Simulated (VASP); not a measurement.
Wanted: the native input for a VASP 6.6.1 run.

- Task: single point
- Functional: PBEsol-based global hybrid with 25 % exact exchange
- Potentials or basis: VASP PAW PBE potentials, release 64 (Sb, Ga_d)
- Cutoff: 520 eV
- k mesh: 5 × 5 × 5
- Occupations: fermi-dirac, width 0.05 eV
- Spin: no spin polarisation
- Dipole correction: no
- Grid for exact exchange (PRECFOCK): Normal
- Share of exact exchange: 0.25
- Further INCAR settings: ALGO = Normal; EDIFF = 1e-06; NBANDS = 16

Crystal: GaSb.

```xyz
2
Lattice="-2.7534 2.7534 1.5907 2.7534 -2.7534 1.5907 2.7534 2.7534 -1.5907" Properties=species:S:1:pos:R:3 pbc="T T T"
Sb    0.0000    0.0000    0.0000
Ga    0.0000    2.7534    0.7954
```

These files were run (other wordings do the same):

POSCAR

```
GaSb
1.0
   -2.7534340000      2.7534340000      1.5907070000
    2.7534340000     -2.7534340000      1.5907070000
    2.7534340000      2.7534340000     -1.5907070000
Sb Ga
1 1
Direct
    0.0000000000      0.0000000000      0.0000000000
    0.7500000000      0.2500000000      0.5000000000
```

INCAR.step1

```
PREC = Accurate ; ENCUT = 520
EDIFF = 1E-5 ; ISMEAR = -1
SIGMA = 0.05 ; LREAL = F
LASPH = T ; NELM = 100
ALGO = Normal ; ISIF = 2
LWAVE = T ; LCHARG = F
NBANDS = 16 ; GGA = PE
```

INCAR.step2

```
PREC = Accurate ; ENCUT = 520
EDIFF = 1E-6 ; ISMEAR = -1
SIGMA = 0.05 ; LREAL = F
LASPH = T ; NELM = 100
ALGO = Normal ; ISIF = 2
LWAVE = F ; LCHARG = F
GGA = PS ; LHFCALC = T
AEXX = 0.25 ; PRECFOCK = Normal
NBANDS = 16 ; ISTART = 1
```

KPOINTS

```
Automatic mesh
0
Gamma
  5 5 5
```

Potentials or basis: VASP PAW PBE potentials, release 64 (Sb, Ga_d).

Launch:

```sh
$ cat potpaw_PBE.64/Sb/POTCAR potpaw_PBE.64/Ga_d/POTCAR > POTCAR
$ cp INCAR.step1 INCAR
$ mpirun -np 1 vasp_std > vasp.out
$ cp INCAR.step2 INCAR
$ mpirun -np 1 vasp_std > vasp.out
```

It gave:

```
Pressure               : -4.4 GPa
Band gap on the k mesh : zero (bands 9 and 10 overlap by 3.56 eV)
```

Caveat: the k points lie up to 0.46 Å⁻¹ apart, too coarse for converged energies and pressures of a metal; the PAW data sets were made with another functional, which shifts forces and pressure a little; spin-orbit coupling is left out, which moves the levels of the heavy elements.

It took 30 min on 1 thread of Intel(R) Xeon(R) Platinum 8375C CPU @ 2.90GHz (Ice Lake) (shared host), peak memory 0.2 GiB.
